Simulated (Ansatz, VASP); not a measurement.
## Zr: VASP beside Ansatz

The input INCAR:

```
SYSTEM = Zr
ALGO = Normal
EDIFF = 1E-8
ENCUT = 520
GGA = PE
ISIF = 2
ISMEAR = -1
LASPH = .TRUE.
LCHARG = .FALSE.
LEFG = .TRUE.
LREAL = .FALSE.
LWAVE = .FALSE.
NBANDS = 12
NELM = 60
PREC = Accurate
SIGMA = 0.08
```

Contents of KPOINTS:

```
k-points
0
G
  14 14 14
  0 0 0
```

File POSCAR:

```
Zr
1.0
   -1.8160133332      1.8160133332      1.8160133332
    1.8160133332     -1.8160133332      1.8160133332
    1.8160133332      1.8160133332     -1.8160133332
Zr
1
Direct
    0.0000000000      0.0000000000      0.0000000000
```

Input for Ansatz:

```yaml
crystal:
  lattice:
    - [-1.8160133332, 1.8160133332, 1.8160133332]
    - [1.8160133332, -1.8160133332, 1.8160133332]
    - [1.8160133332, 1.8160133332, -1.8160133332]
  atoms:
    - { symbol: Zr, position: [0.0, 0.0, 0.0] }
kpoints:
  mp_grid: { grid: [14, 14, 14] }
scf:
  occupations: { method: fermi_dirac, width: 0.08 }
hamiltonian:
  xc: pbe
  pseudopotentials: { kind: all_electron, datasets: crystal }
output:
  forces: true
  stress: true
  eigenvalues: true
  efg: { contact_densities: true }
```

Change from the starting cell: volume scaled by 1.01, crystal datasets.

Alike in both runs: task electric field gradients; functional PBE; k mesh 14 × 14 × 14; occupations fermi-dirac, width 0.08 eV; no spin polarisation.

|  | VASP | Ansatz |
| --- | --- | --- |
| version | VASP 6.6.1 | Ansatz 0.2.0 |
| potentials or method | VASP PAW PBE potentials, release 64 (Zr_sv), cutoff 520 eV | all-electron PAW with datasets made for the crystal, scalar-relativistic |

```tsv
	VASP	Ansatz	Ansatz less VASP
pressure (GPa)	-3.8	-3.8	0.00
```

Ansatz ran all-electron here, and VASP with PAW potentials.
